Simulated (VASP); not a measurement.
# Zn (P6_3/mmc) in VASP: a series of runs, part 2 of 2

VASP 6.6.1.

### 3 Single point, PBE

INCAR reads:

```
SYSTEM = Zn
PREC = Accurate
ENCUT = 520
EDIFF = 1E-6
ISMEAR = -1
SIGMA = 0.05
LREAL = .False.
LASPH = .True.
NELM = 60
ALGO = Normal
ISIF = 2
LWAVE = .False.
LCHARG = .False.
GGA = PE
NBANDS = 19
```

KPOINTS reads:

```
Automatic mesh
0
Gamma
  11 11 6
  0 0 0
```

POSCAR reads:

```
Zn
1.0
    2.7051356082      0.0000000000      0.0000000000
   -1.3525678041      2.3427161574      0.0000000000
    0.0000000000      0.0000000000      5.0313495994
Zn
2
Direct
    0.6666666667      0.3333333333      0.7500000000
    0.3333333333      0.6666666667      0.2500000000
```

Potentials or basis: VASP PAW PBE potentials, release 64 (Zn).

On the command line:

```sh
> cat potpaw_PBE.64/Zn/POTCAR > POTCAR
> mpirun -np 1 vasp_std > vasp.out
```

OUTCAR:

```text
SYSTEM = Zn
   PREC = Accurate
   ENCUT = 520
   EDIFF = 1E-6
   ISMEAR = -1
   LREAL = .False.
   LASPH = .True.
   NELM = 60
   ISIF = 2
   GGA = PE

 ion  position               nearest neighbor table
   1  0.667  0.333  0.750-   2 2.96   2 2.96   2 2.96   2 2.96   2 2.96   2 2.96
   2  0.333  0.667  0.250-   1 2.96   1 2.96   1 2.96   1 2.96   1 2.96   1 2.96

  LATTYP: Found a hexagonal cell.
 ALAT       =     2.7051356082
 C/A-ratio  =     1.8599250936

  Lattice vectors:

 A1 = (   2.7051356082,   0.0000000000,   0.0000000000)
 A2 = (  -1.3525678041,   2.3427161574,   0.0000000000)
 A3 = (   0.0000000000,   0.0000000000,   5.0313495994)

Analysis of symmetry for initial positions (statically):
=====================================================================
 Subroutine PRICEL returns:
 Original cell was already a primitive cell.

 Routine SETGRP: Setting up the symmetry group for a
 hexagonal supercell.

 Subroutine GETGRP returns: Found 24 space group operations
 (whereof 12 operations were pure point group operations)
 out of a pool of 24 trial point group operations.

The static configuration has the point symmetry D_3d.
 The point group associated with its full space group is D_6h.

Analysis of symmetry for dynamics (positions and initial velocities):
=====================================================================
 Subroutine PRICEL returns:
 Original cell was already a primitive cell.

 Routine SETGRP: Setting up the symmetry group for a
 hexagonal supercell.

 Subroutine GETGRP returns: Found 24 space group operations
 (whereof 12 operations were pure point group operations)
 out of a pool of 24 trial point group operations.

The dynamic configuration has the point symmetry D_3d.
 The point group associated with its full space group is D_6h.

 Subroutine INISYM returns: Found 24 space group operations
 (whereof 12 operations are pure point group operations),
 and found     1 'primitive' translations

----------------------------------------------------------------------------------------

                                     Primitive cell

  volume of cell :      31.8855

  direct lattice vectors                    reciprocal lattice vectors
     2.705135608  0.000000000  0.000000000     0.369667235  0.213427478  0.000000000
    -1.352567804  2.342716157  0.000000000     0.000000000  0.426854955  0.000000000
     0.000000000  0.000000000  5.031349599     0.000000000  0.000000000  0.198753829

  length of vectors
     2.705135608  2.705135608  5.031349599     0.426854955  0.426854955  0.198753829

  position of ions in fractional coordinates (direct lattice)
     0.666666667  0.333333333  0.750000000
     0.333333333  0.666666667  0.250000000

  ion indices of the primitive-cell ions
   primitive index   ion index
                 1           1
                 2           2

----------------------------------------------------------------------------------------

 KPOINTS: Automatic mesh

Automatic generation of k-mesh.
 Grid dimensions read from file:
 generate k-points for:   11   11    6

 Generating k-lattice:

  Cartesian coordinates                     Fractional coordinates (reciprocal lattice)
     0.033606112  0.019402498  0.000000000     0.090909091  0.000000000  0.000000000
     0.000000000  0.038804996  0.000000000     0.000000000  0.090909091  0.000000000
     0.000000000  0.000000000  0.033125638     0.000000000  0.000000000  0.166666667

  Length of vectors
     0.038804996  0.038804996  0.033125638

  Shift w.r.t. Gamma in fractional coordinates (k-lattice)
     0.000000000  0.000000000  0.000000000

 Subroutine IBZKPT returns following result:
 ===========================================

 Found     64 irreducible k-points:

 Following reciprocal coordinates:
            Coordinates               Weight
  0.000000  0.000000  0.000000      1.000000
  0.090909  0.000000  0.000000      6.000000
  0.181818  0.000000  0.000000      6.000000
  0.272727  0.000000  0.000000      6.000000
  0.363636  0.000000  0.000000      6.000000
  0.454545  0.000000  0.000000      6.000000
[... 16 lines left out ...]
  0.090909  0.090909  0.166667     12.000000
  0.181818  0.090909  0.166667     24.000000
 [... further k-points ...]
   k-points           NKPTS =     64   k-points in BZ     NKDIM =     64   number of bands    NBANDS=     19
   number of dos      NEDOS =    301   number of ions     NIONS =      2
   total plane-waves  NPLWV =  16000
   dimension x,y,z NGX =    20 NGY =   20 NGZ =   40
   dimension x,y,z NGXF=    40 NGYF=   40 NGZF=   80
   ions per type =               2
   NGX,Y,Z   is equivalent  to a cutoff of  12.29, 12.29, 13.22 a.u.
   NGXF,Y,Z  is equivalent  to a cutoff of  24.58, 24.58, 26.43 a.u.
 SYSTEM =  Zn
   PREC   = accura    normal or accurate (medium, high low for compatibility)
   ISTART =      0    job   : 0-new  1-cont  2-samecut
   ICHARG =      2    charge: 1-file 2-atom 10-const
   ISPIN  =      1    spin polarized calculation?
   LNONCOLLINEAR =      F non collinear calculations
   LSORBIT =      F    spin-orbit coupling
   LASPH  =      T    aspherical Exc in radial PAW
   ENCUT  =  520.0 eV  38.22 Ry    6.18 a.u.   5.03  5.03  9.35*2*pi/ulx,y,z
   NELM   =     60;   NELMIN=  2; NELMDL= -5     # of ELM steps
   EDIFF  = 0.1E-05   stopping-criterion for ELM
   LREAL  =      F    real-space projection
   EDIFFG = 0.1E-04   stopping-criterion for IOM
   NSW    =      0    number of steps for IOM
   IBRION =     -1    ionic relax: 0-MD 1-quasi-New 2-CG
   NFREE  =      0    steps in history (QN), initial steepest desc. (CG)
   ISIF   =      2    stress and relaxation
   ISYM   =      2    0-nonsym 1-usesym 2-fastsym
   POTIM  = 0.5000    time-step for ionic-motion
   TEBEG  =    0.0;   TEEND  =   0.0 temperature during run
   PSTRESS=    0.0 pullay stress
   NELECT =      24.0000    total number of electrons
   NUPDOWN=      -1.0000    fix difference up-down
   EMIN   =  10.00;   EMAX   =-10.00  energy-range for DOS
   EFERMI =   0.00;   METHOD = LEGACY
   ISMEAR =    -1;   SIGMA  =   0.05  broadening in eV -4-tet -1-fermi 0-gaus
   EFERMI_NEDOS =   21; number of points for ismear=-14 and -15
   IALGO  =     38    algorithm
   IMIX   =      4    mixing-type and parameters
     AMIX     =   0.40;   BMIX     =  1.00
     AMIX_MAG =   1.60;   BMIX_MAG =  1.00
  volume/ion in A,a.u.               =      15.94       107.59
  Fermi-wavevector in a.u.,A,eV,Ry     =   1.489181  2.814144 30.173100  2.217660
  Thomas-Fermi vector in A             =   2.602122
   LORBIT       =      0    0 simple, 1 ext, 2 COOP (PROOUT), +10 PAW based schemes
   GGA     = PE    functional components
   LHFCALC =     F    Hartree Fock is set to
   AEXX    =    0.0000 exact exchange contribution
   IVDW    =     0    specifies the selected vdW correction
   LEPSILON=     F    determine dielectric tensor
   LRPA    =     F    only Hartree local field effects (RPA)
 non-spin polarized calculation
  energy-cutoff  :      520.00
  volume of cell :       31.89
 maximum number of plane-waves:       876
 NGX is ok and might be reduce to    20
   NGX =  9   NGY =  9   NGZ = 19

 number of electron      23.9999992 magnetization

 Free energy of the ion-electron system (eV)
  ---------------------------------------------------
  ext. energy  EPLUGINS =         0.00000000
  ---------------------------------------------------
  free energy    TOTEN  =        -2.18982271 eV

  energy without entropy =       -2.18512364  energy(sigma->0) =       -2.18747317

 E-fermi :   2.6688     XC(G=0): -11.3073

 val. band max:        2.6199904330   @ k =   0.3636   0.2727   0.3333
 cond. band min:       2.6864239917   @ k =   0.3636   0.2727   0.3333
 fundamental gap:      0.0664335587
 Fermi energy:         2.6688414034

 k-point     1 :       0.0000    0.0000    0.0000
  band No.  band energies     occupation
      1      -7.2491      2.00000
      2      -5.6187      2.00000
      3      -4.9955      2.00000
      4      -4.7796      2.00000
      5      -4.7796      2.00000
      6      -4.7348      2.00000
[... 11 lines left out ...]
     18      21.2727      0.00000
     19      21.2727      0.00000
[... 485 lines left out ...]
 k-point    24 :       0.1818    0.0909    0.1667
  band No.  band energies     occupation
      1      -5.6361      2.00000
      2      -5.1820      2.00000
      3      -4.9393      2.00000
      4      -4.8909      2.00000
      5      -4.8441      2.00000
      6      -4.7326      2.00000
[... 11 lines left out ...]
     18      16.8964      0.00000
     19      19.0423      0.00000

 [... further k-points ...]

------------------------ aborting loop because EDIFF is reached ----------------------------------------

  FORCE on cell =-STRESS in cart. coord.  units (eV):
  Direction    XX          YY          ZZ          XY          YZ          ZX
  --------------------------------------------------------------------------------------
  -------------------------------------------------------------------------------------
  Total       -0.5832525     -0.5832525     -0.5649084      0.0000000     -0.0000000      0.0000000
  in kB      -29.3071757    -29.3071757    -28.3854244      0.0000000     -0.0000000      0.0000000
  external PRESSURE =     -28.9999252 kB  Pullay stress =       0.0000000 kB

 VOLUME and BASIS-vectors are now :
 -----------------------------------------------------------------------------
  energy-cutoff  :      520.00
  volume of cell :       31.89
      direct lattice vectors                 reciprocal lattice vectors
     2.705135608  0.000000000  0.000000000     0.369667235  0.213427478  0.000000000
    -1.352567804  2.342716157  0.000000000     0.000000000  0.426854955  0.000000000
     0.000000000  0.000000000  5.031349599     0.000000000  0.000000000  0.198753829

 POSITION                                       TOTAL-FORCE (eV/Angst)
 -----------------------------------------------------------------------------------
      1.35257      0.78091      3.77351         0.000000      0.000000     -0.000000
     -0.00000      1.56181      1.25784        -0.000000      0.000000      0.000000
 -----------------------------------------------------------------------------------
    total drift:                               -0.000000      0.000000      0.000000

  FREE ENERGIE OF THE ION-ELECTRON SYSTEM (eV)
  ---------------------------------------------------
  free  energy   TOTEN  =        -2.1898227060 eV

  energy  without entropy=       -2.1851236435  energy(sigma->0) =       -2.18747317
```

OSZICAR:

```text
N       E                     dE             d eps       ncg     rms          rms(c)
DAV:   1     0.115827296498E+03    0.11583E+03   -0.12412E+04  2456   0.197E+03
DAV:   2     0.287906111864E+01   -0.11295E+03   -0.10947E+03  2450   0.299E+02
DAV:   3    -0.234440463250E+01   -0.52235E+01   -0.52036E+01  2769   0.708E+01
DAV:   4    -0.237482483097E+01   -0.30420E-01   -0.30413E-01  2662   0.554E+00
DAV:   5    -0.237486609831E+01   -0.41267E-04   -0.41267E-04  2698   0.186E-01    0.357E+00
DAV:   6    -0.220076496246E+01    0.17410E+00   -0.71211E-01  2710   0.173E+01    0.276E+00
DAV:   7    -0.219350725172E+01    0.72577E-02   -0.23595E-02  2994   0.252E+00    0.144E+00
DAV:   8    -0.218979923789E+01    0.37080E-02   -0.18410E-03  3244   0.624E-01    0.466E-02
DAV:   9    -0.218981876154E+01   -0.19524E-04   -0.22069E-04  3238   0.180E-01    0.352E-02
DAV:  10    -0.218982286193E+01   -0.41004E-05   -0.18035E-05  2571   0.458E-02    0.277E-03
DAV:  11    -0.218982270603E+01    0.15590E-06   -0.94831E-08  1503   0.494E-03
   1 F= -.21898227E+01 E0= -.21874732E+01  d E =-.469906E-02
```

stdout:

```text
POSCAR found type information on POSCAR Zn
 POSCAR found :  1 types and       2 ions
 scaLAPACK will be used
 LDA part: xc-table for (Slater+PW92), standard interpolation
 POSCAR, INCAR and KPOINTS ok, starting setup
 FFT: planning ... GRIDC
 FFT: planning ... GRID_SOFT
 FFT: planning ... GRID
 WAVECAR not read
 entering main loop
```

Run time: 18 s. Hardware: 1 thread of Intel Xeon Platinum 8488C (Sapphire Rapids), shared host; peak memory 0.15 GiB.

What came out:

```yaml
Free_energy: -2.1898 eV
Pressure: -2.9 GPa
Band_gap_on_the_k_mesh: zero (band 12 reaches 4.48 eV, above the bottom of band 13 at -0.31 eV)
```

Stress tensor (GPa, compression positive):
```
-2.93  0.00  0.00
 0.00 -2.93  0.00
 0.00  0.00 -2.84
```

### 4 Single point, LDA

This run uses another cell than the first one, of 16.25 Å³/atom, 1.019 times its volume.

INCAR reads:

```
  PREC = Accurate
  ENCUT = 520
  EDIFF = 1E-6
  ISMEAR = -1
  SIGMA = 0.05
  LREAL = F
  LASPH = T
  NELM = 100
  ALGO = Fast
  ISIF = 2
  LWAVE = F
  LCHARG = F
  GGA = CA
  NBANDS = 19
```

KPOINTS reads:

```
regular mesh
0
Gamma
  11 11 6
```

POSCAR reads:

```
Zn
1.0
    2.7223662359      0.0000000000      0.0000000000
   -1.3611831179      2.3576383187      0.0000000000
    0.0000000000      0.0000000000      5.0633972761
Zn
2
Direct
    0.6666666667      0.3333333333      0.7500000000
    0.3333333333      0.6666666667      0.2500000000
```

Potentials or basis: VASP PAW LDA potentials, release 64 (Zn).

On the command line:

```sh
> cat potpaw_LDA.64/Zn/POTCAR > POTCAR
> mpirun -np 1 vasp_std > vasp.out
```

Run time: 18 s. Hardware: 1 thread of Intel Xeon Platinum 8488C (Sapphire Rapids), shared host; peak memory 0.14 GiB.

It converged, with:

```yaml
Free_energy: -3.5253 eV
Pressure: -11.2 GPa
Band_gap_on_the_k_mesh: zero (band 12 reaches 4.10 eV, above the bottom of band 13 at -0.75 eV)
```

Stress tensor (GPa, compression positive):
```
-12.09   0.00   0.00
  0.00 -12.09   0.00
  0.00   0.00  -9.42
```

Levels at points of the mesh, in eV from the Fermi level:
```
           k point  band 8  band 9  band 10  band 11  band 12  band 13  band 14  band 15  band 16  band 17
(0.00, 0.00, 0.00)   -7.14   -7.14    -6.96    -6.96    -3.17    -3.04    12.99    16.57    16.57    16.70
(0.00, 0.00, 0.50)   -7.33   -7.04    -7.04    -7.04    -7.04     4.45     4.45    17.75    17.75    17.75
```

### 5 Single point, PBE

This run uses another cell than the first one, of 16.25 Å³/atom, 1.019 times its volume.

INCAR reads:

```
PREC = Accurate ; ENCUT = 520
EDIFF = 1E-6 ; ISMEAR = -1
SIGMA = 0.05 ; LREAL = False
LASPH = True ; NELM = 60
ALGO = Fast ; ISIF = 2
LWAVE = False ; LCHARG = True
GGA = PE ; LELF = True
LVHAR = True ; NBANDS = 19
```

KPOINTS is that of step 4.

POSCAR is that of step 4.

Potentials or basis: VASP PAW PBE potentials, release 64 (Zn).

On the command line:

```sh
> cat potpaw_PBE.64/Zn/POTCAR > POTCAR
> mpirun -np 1 vasp_std > vasp.out
```

Run time: 20 s. Hardware: 1 thread of Intel Xeon Platinum 8488C (Sapphire Rapids), shared host; peak memory 0.16 GiB.

The run converged. Its results:

| Item | Value |
| --- | --- |
| Free energy | -2.1767 eV |
| Pressure | -3.8 GPa |
| Band gap on the k mesh | zero (band 12 reaches 4.34 eV, above the bottom of band 13 at -0.45 eV) |

Stress tensor (GPa, compression positive):
```
-3.99  0.00  0.00
 0.00 -3.99  0.00
 0.00  0.00 -3.44
```

Levels at points of the mesh, in eV from the Fermi level:
| k point | band 8 | band 9 | band 10 | band 11 | band 12 | band 13 | band 14 | band 15 | band 16 | band 17 |
| --- | --- | --- | --- | --- | --- | --- | --- | --- | --- | --- |
| (0.00, 0.00, 0.00) | -7.08 | -7.08 | -6.90 | -6.90 | -3.21 | -2.99 | 13.07 | 16.64 | 16.72 | 16.72 |
| (0.00, 0.00, 0.50) | -7.29 | -6.97 | -6.97 | -6.97 | -6.97 | 4.46 | 4.46 | 17.91 | 17.91 | 17.91 |

### 6 Single point, r2SCAN

This run uses another cell than the first one, of 14.41 Å³/atom, 0.904 times its volume.

POSCAR reads:

```
Zn
1.0
    2.6154949103      0.0000000000      0.0000000000
   -1.3077474551      2.2650850358      0.0000000000
    0.0000000000      0.0000000000      4.8646246159
Zn
2
Direct
    0.6666666667      0.3333333333      0.7500000000
    0.3333333333      0.6666666667      0.2500000000
```

INCAR.step1 reads:

```
  ALGO = Normal
  EDIFF = 1E-4
  ENCUT = 520
  GGA = PE
  ISMEAR = -1
  LASPH = True
  LCHARG = False
  LREAL = False
  LWAVE = True
  NBANDS = 19
  NELM = 80
  PREC = Accurate
  SIGMA = 0.05
```

INCAR.step2 reads:

```
  ALGO = Normal
  EDIFF = 1E-7
  ENCUT = 520
  ISIF = 2
  ISMEAR = -1
  ISTART = 1
  LASPH = True
  LCHARG = False
  LMIXTAU = True
  LREAL = False
  LWAVE = False
  METAGGA = R2SCAN
  NBANDS = 19
  NELM = 80
  PREC = Accurate
  SIGMA = 0.05
```

KPOINTS reads:

```
k-points
0
Gamma
  11 11 6
```

Potentials or basis: VASP PAW PBE potentials, release 64 (Zn).

On the command line:

```sh
> cat potpaw_PBE.64/Zn/POTCAR > POTCAR
> cp INCAR.step1 INCAR
> mpirun -np 1 vasp_std > vasp.out
> cp INCAR.step2 INCAR
> mpirun -np 1 vasp_std > vasp.out
```

Wall time 86 s (1 thread of Intel Xeon Platinum 8488C (Sapphire Rapids), shared host); peak memory 0.16 GiB.

Results (log left out):

```yaml
Free_energy: -17.7841 eV
Pressure: 0.6 GPa
Band_gap_on_the_k_mesh: zero (band 12 reaches 5.14 eV, above the bottom of band 13 at 0.27 eV)
```

Stress tensor (GPa, compression positive):
```
 1.44  0.00  0.00
 0.00  1.44  0.00
 0.00  0.00 -0.93
```

Levels at points of the mesh, in eV from the Fermi level:
| k point | band 9 | band 10 | band 11 | band 12 | band 13 | band 14 | band 15 | band 16 |
| --- | --- | --- | --- | --- | --- | --- | --- | --- |
| (0.00, 0.00, 0.00) | -7.56 | -7.33 | -7.33 | -3.94 | -2.96 | 14.97 | 18.59 | 19.38 |
| (0.00, 0.00, 0.50) | -7.43 | -7.43 | -7.43 | -7.43 | 5.13 | 5.13 | 20.84 | 20.84 |

Caveat: the PAW data sets were made with another functional, which shifts forces and pressure a little.

### 7 Overview

```tsv
level	potentials or basis	cell	gap on the mesh (eV)	pressure (GPa)
LDA	VASP PAW LDA potentials, release 64 (Zn)	a = 2.705, b = 2.705, c = 5.031 Å, angles 90.0, 90.0, 120.0°, 2 atoms	none	-10.6
PBE	VASP PAW PBE potentials, release 64 (Zn)	a = 2.705, b = 2.705, c = 5.031 Å, angles 90.0, 90.0, 120.0°, 2 atoms	none	-2.9
LDA	VASP PAW LDA potentials, release 64 (Zn)	a = 2.722, b = 2.722, c = 5.063 Å, angles 90.0, 90.0, 120.0°, 2 atoms	none	-11.2
PBE	VASP PAW PBE potentials, release 64 (Zn)	a = 2.722, b = 2.722, c = 5.063 Å, angles 90.0, 90.0, 120.0°, 2 atoms	none	-3.8
r2SCAN	VASP PAW PBE potentials, release 64 (Zn)	a = 2.615, b = 2.615, c = 4.865 Å, angles 90.0, 90.0, 120.0°, 2 atoms	none	0.6
```

Alike in all rows: task single point; no spin polarisation; k mesh 11 × 11 × 6; cutoff (eV) 520; smearing fermi-dirac 0.05 eV.

Caveats: the PAW data sets were made with another functional, which shifts forces and pressure a little (some runs).

Absolute energies hang on the potentials; compare differences alone.
